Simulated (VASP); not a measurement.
A run of VASP 6.6.1 is set up as follows.

INCAR

```
PREC = Accurate
ENCUT = 520
EDIFF = 1E-7
ISMEAR = 0
SIGMA = 0.15
LREAL = F
LASPH = T
NELM = 80
ALGO = Fast
ISIF = 2
LWAVE = F
LCHARG = F
NBANDS = 11
```

The input KPOINTS:

```
regular mesh
0
Gamma
  20 20 20
```

POSCAR

```
Pt
1.0
    0.0000000000      1.9468328700      1.8786937196
    1.7862191582      0.0000000000      1.8786937196
    1.7862191582      1.9468328700      0.0000000000
Pt
1
Direct
    0.0000000000      0.0000000000      0.0000000000
```

Potentials or basis: VASP PAW LDA potentials, release 64 (Pt).

Run with:

```sh
$ cat potpaw_LDA.64/Pt/POTCAR > POTCAR
$ mpirun -np 1 vasp_std > vasp.out
```

Problem. Predict the pressure.

Solution. 53.9 GPa.

Problem. Estimate the band gap on the k mesh.

Solution. Zero (bands 5 and 6 overlap by 3.37 eV).

Stress tensor (GPa, compression positive):
```
60.02  0.00  0.00
 0.00 46.07  0.00
 0.00  0.00 55.75
```

Caveat: the cell differs from its parent crystal (normal strain along x -0.0825, normal strain along z -0.0350); the stress differs along the axes, from 46 to 60 GPa; spin-orbit coupling is left out, which moves the levels of the heavy elements.
